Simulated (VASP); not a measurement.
Here is a VASP 6.6.1 calculation.

INCAR

```
SYSTEM = AlN
PREC = Accurate ; ENCUT = 600
EDIFF = 1E-7 ; ISMEAR = 0
SIGMA = 0.01 ; LREAL = .False.
LASPH = .True. ; NELM = 80
ALGO = Normal ; ISIF = 3
LWAVE = .False. ; LCHARG = .False.
GGA = PE ; IBRION = 2
NSW = 80 ; EDIFFG = -0.003
```

KPOINTS

```
Automatic mesh
0
Gamma
  8 8 4
  0 0 0
```

POSCAR

```
AlN
1.0
    3.1100000000      0.0000000000      0.0000000000
   -1.5550000000      2.6933390100      0.0000000000
    0.0000000000      0.0000000000      4.9800000000
Al N
2 2
Direct
    0.3333333333      0.6666666667      0.0000000000
    0.6666666667      0.3333333333      0.5000000000
    0.3333333333      0.6666666667      0.3820000000
    0.6666666667      0.3333333333      0.8820000000
```

Potentials or basis: VASP PAW PBE potentials, release 64 (Al, N).

The run is started by

```sh
$ cat potpaw_PBE.64/Al/POTCAR potpaw_PBE.64/N/POTCAR > POTCAR
$ mpirun -np 1 vasp_std > vasp.out
```

Question: Estimate the relaxed cell.

Answer: a = 3.128 Å, b = 3.128 Å, c = 5.015 Å, α = 90.00°, β = 90.00°, γ = 120.00°.

Question: Estimate the relaxed volume.

Answer: 10.62 Å³/atom.

Final structure:
```yaml
crystal:
  lattice:
    - [3.12812, 0.00000, 0.00000]
    - [-1.56406, 2.70903, 0.00000]
    - [0.00000, 0.00000, 5.01504]
  atoms:
    - { symbol: Al, position: [0.33333, 0.66667, 0.00023] }
    - { symbol: Al, position: [0.66667, 0.33333, 0.50023] }
    - { symbol: N, position: [0.33333, 0.66667, 0.38177] }
    - { symbol: N, position: [0.66667, 0.33333, 0.88177] }
```
